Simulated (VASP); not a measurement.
Set up this calculation in VASP 6.6.1, as the native input.

```
Task                   : single point
Functional             : LDA
Potentials or basis    : VASP PAW LDA potentials, release 64 (Ti_sv, Co)
Cutoff                 : 520 eV
k mesh                 : 10 × 10 × 10
Occupations            : gaussian, width 0.1 eV
Spin                   : collinear spin, ferrimagnetic start
Starting moments       : [-0.29, -0.29, 0.76, 0.76, 0.76, 0.76] μB
Dipole correction      : no
Further INCAR settings : ALGO = Normal; EDIFF = 1e-06; NBANDS = 43
```

The structure of TiCo2 lies in POSCAR:

```
TiCo2
1.0
    0.0000000000      3.2435271510      3.2435271510
    3.2435271510      0.0000000000      3.2435271510
    3.2435271510      3.2435271510      0.0000000000
Ti Co
2 4
Direct
    0.5000000000      0.5000000000      0.5000000000
    0.7500000000      0.7500000000      0.7500000000
    0.1250000000      0.1250000000      0.1250000000
    0.6250000000      0.1250000000      0.1250000000
    0.1250000000      0.1250000000      0.6250000000
    0.1250000000      0.6250000000      0.1250000000
```

The input as run:

INCAR

```
SYSTEM = TiCo2
ALGO = Normal
EDIFF = 1E-6
ENCUT = 520
ISIF = 2
ISMEAR = 0
ISPIN = 2
LASPH = .TRUE.
LCHARG = .FALSE.
LMAXMIX = 4
LORBIT = 11
LREAL = .FALSE.
LWAVE = .FALSE.
MAGMOM = -0.29 -0.29 0.76 0.76 0.76 0.76
NBANDS = 43
NELM = 150
PREC = Accurate
SIGMA = 0.1
```

KPOINTS

```
k-points
0
G
  10 10 10
  0 0 0
```

Potentials or basis: VASP PAW LDA potentials, release 64 (Ti_sv, Co).

Run with:

```sh
$ cat potpaw_LDA.64/Ti_sv/POTCAR potpaw_LDA.64/Co/POTCAR > POTCAR
$ mpirun -np 1 vasp_std > vasp.out
```

Results of the run:

The pressure is -0.4 GPa, the band gap on the k mesh is zero (filled and empty bands overlap) and the net moment is 0.00 μB per cell. The valence electrons inside the program's atomic spheres are Ti 10.32; Co 8.61.

Run time: 6.8 min on 1 thread of Intel Xeon 6975P-C, on a shared host, peak memory 0.32 GiB.
